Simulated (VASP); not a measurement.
# BeTe (zincblende type): single point with revPBE

Crystal: BeTe (zincblende type).

```
Be Te
1.0
     0.00000    2.08683    2.08683
     2.08683    0.00000    2.08683
     2.08683    2.08683    0.00000
Be Te
1 1
Direct
  0.00000 0.00000 0.00000
  0.25000 0.25000 0.25000
```

| Item | Value |
| --- | --- |
| Program | VASP 6.6.1 |
| Task | single point |
| Functional | revPBE |
| Potentials or basis | VASP PAW PBE potentials, release 64 (Be, Te) |
| Cutoff | 600 eV |
| k mesh | 13 × 13 × 13 |
| Occupations | fermi-dirac, width 0.1 eV |
| Spin | no spin polarisation |

| Quantity | Value |
| --- | --- |
| Pressure | 314.0 GPa |
| Band gap on the k mesh | zero (bands 4 and 5 overlap by 1.32 eV) |

Levels at points of the mesh, in eV from the Fermi level:
| k point | band 2 | band 3 | band 4 | band 5 | band 6 | band 7 |
| --- | --- | --- | --- | --- | --- | --- |
| (0.00, 0.00, 0.00) | 0.72 | 0.72 | 0.72 | 2.63 | 2.63 | 2.63 |

It took 6.2 s on 1 thread of Intel(R) Xeon(R) 6975P-C (Granite Rapids) (shared host), peak memory 0.15 GiB.

Caveat: the cell stands under pressure; the PAW data sets were made with another functional, which shifts forces and pressure a little; spin-orbit coupling is left out, which moves the levels of the heavy elements.
